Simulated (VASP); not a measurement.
A run of VASP 6.6.1 is set up as follows.

File INCAR:

```
  PREC = Accurate
  ENCUT = 500
  EDIFF = 1E-6
  ISMEAR = 0
  SIGMA = 0.03
  LREAL = F
  LASPH = T
  NELM = 120
  ALGO = Normal
  ISIF = 2
  LWAVE = F
  LCHARG = F
  GGA = PE
  IVDW = 12
  NBANDS = 20
  GGA_COMPAT = F
```

File KPOINTS:

```
Automatic mesh
0
Gamma
  12 12 6
```

File POSCAR:

```
SnSe2
1.0
    3.9295913991      0.0000000000      0.0000000000
   -1.9647956996      3.4031259781      0.0000000000
    0.0000000000      0.0000000000      5.1269378984
Sn Se
1 2
Direct
    0.0000000000      0.0000000000      0.0000000000
    0.3333333333      0.6666666667      0.2651331237
    0.6666666667      0.3333333333      0.7348668763
```

Potentials or basis: VASP PAW PBE potentials, release 64 (Sn_d, Se).

The run is started by

```bash
$ cat potpaw_PBE.64/Sn_d/POTCAR potpaw_PBE.64/Se/POTCAR > POTCAR
$ mpirun -np 1 vasp_std > vasp.out
```

Problem. What does it give for the band gap on the k mesh?

Solution. Zero (bands 13 and 14 overlap by 0.21 eV).

Problem. Estimate the dispersion energy per atom.

Solution. -0.410 eV.

Forces in eV/Å, atoms in the order of the input:
```
Sn   0.000  0.000  0.000
Se   0.000  0.000  1.660
Se   0.000  0.000 -1.660
```

Caveat: semilocal functionals underestimate gaps, so a narrow gap can read as zero; spin-orbit coupling is left out, which moves the levels of the heavy elements; forces of over 1 eV/Å act on the atoms, so gaps and moduli don't describe the material at rest.
